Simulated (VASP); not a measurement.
Here is a VASP 6.6.1 calculation.

Contents of INCAR:

```
ALGO     = Normal         # electronic algorithm
EDIFF    = 1E-6           # SCF threshold, eV
ENCUT    = 520            # plane-wave cutoff, eV
GGA      = PE             # functional
ISIF     = 2              # what is computed and relaxed
ISMEAR   = 0              # smearing method
LASPH    = True           # aspherical terms in the spheres
LCHARG   = False          # write CHGCAR
LREAL    = False          # projectors in reciprocal space
LWAVE    = False          # write WAVECAR
NBANDS   = 22             # bands
NELM     = 60             # most SCF steps
PREC     = Accurate       # precision mode
SIGMA    = 0.03           # smearing width, eV
```

Contents of KPOINTS:

```
k-points
0
Gamma
  21 21 16
```

The input POSCAR:

```
YbB2
1.0
    3.1670670662      0.0000000000      0.0000000000
   -1.5835335331      2.7427605348      0.0000000000
    0.0000000000      0.0000000000      3.7581150821
Yb B
1 2
Direct
    0.0000000000      0.0000000000      0.0000000000
    0.3333333333      0.6666666667      0.5000000000
    0.6666666667      0.3333333333      0.5000000000
```

Potentials or basis: VASP PAW PBE potentials, release 64 (Yb, B).

Command:

```bash
$ cat potpaw_PBE.64/Yb/POTCAR potpaw_PBE.64/B/POTCAR > POTCAR
$ mpirun -np 1 vasp_std > vasp.out
```

**Question.** Estimate the pressure.

**Answer.** 10.4 GPa.

**Question.** Estimate the band gap on the k mesh.

**Answer.** Zero (bands 15 and 16 overlap by 1.37 eV).

Stress tensor (GPa, compression positive):
```
10.31  0.00  0.00
 0.00 10.31  0.00
 0.00  0.00 10.55
```

Caveat: the cell stands under pressure; spin-orbit coupling is left out, which moves the levels of the heavy elements. Spin polarisation is off, so any magnetic state and its effect on volume and gap are missing.
